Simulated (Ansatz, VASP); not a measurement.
**One calculation of W, two programs**

INCAR

```
SYSTEM = W
ALGO     = Normal         ! electronic algorithm
EDIFF    = 1E-6           ! SCF threshold, eV
ENCUT    = 520            ! plane-wave cutoff, eV
GGA      = PS             ! functional
ISIF     = 2              ! what is computed and relaxed
ISMEAR   = -1             ! smearing method
LASPH    = .TRUE.         ! aspherical terms in the spheres
LCHARG   = .FALSE.        ! write CHGCAR
LREAL    = .FALSE.        ! projectors in reciprocal space
LWAVE    = .FALSE.        ! write WAVECAR
NBANDS   = 13             ! bands
NELM     = 60             ! most SCF steps
PREC     = Accurate       ! precision mode
SIGMA    = 0.1            ! smearing width, eV
```

Contents of KPOINTS:

```
k-points
0
G
  12 12 12
  0 0 0
```

The input POSCAR:

```
W
1.0
    0.0000000000      1.9955865722      1.9955865722
    1.9955865722      0.0000000000      1.9955865722
    1.9955865722      1.9955865722      0.0000000000
W
1
Direct
    0.0000000000      0.0000000000      0.0000000000
```

Input for Ansatz:

```yaml
crystal:
  lattice:
    - [0.0, 1.9955865721578636, 1.9955865721578636]
    - [1.9955865721578636, 0.0, 1.9955865721578636]
    - [1.9955865721578636, 1.9955865721578636, 0.0]
  atoms:
    - { symbol: W, position: [0.0, 0.0, 0.0] }
basis:
  ecutwfc: 510.0
kpoints:
  mp_grid:
    grid: [12, 12, 12]
hamiltonian:
  xc: pbesol
scf:
  occupations:
    method: fermi_dirac
output:
  stress: true
```

Alike in both runs: task single point; functional PBEsol; k mesh 12 × 12 × 12; no spin polarisation.

|  | VASP | Ansatz |
| --- | --- | --- |
| version | VASP 6.6.1 | Ansatz 0.2.0 |
| potentials or method | VASP PAW PBE potentials, release 64 (W_sv), cutoff 520 eV | plane waves, PAW |
| occupations | fermi-dirac, width 0.1 eV | fermi-dirac |
| valence electrons in the cell | 14 | 14 |

```tsv
	VASP	Ansatz	Ansatz less VASP
pressure (GPa)	1.9	1.3	-0.69
```

VASP's potentials were made for PBE, not for PBEsol.

Spin-orbit coupling is off throughout.
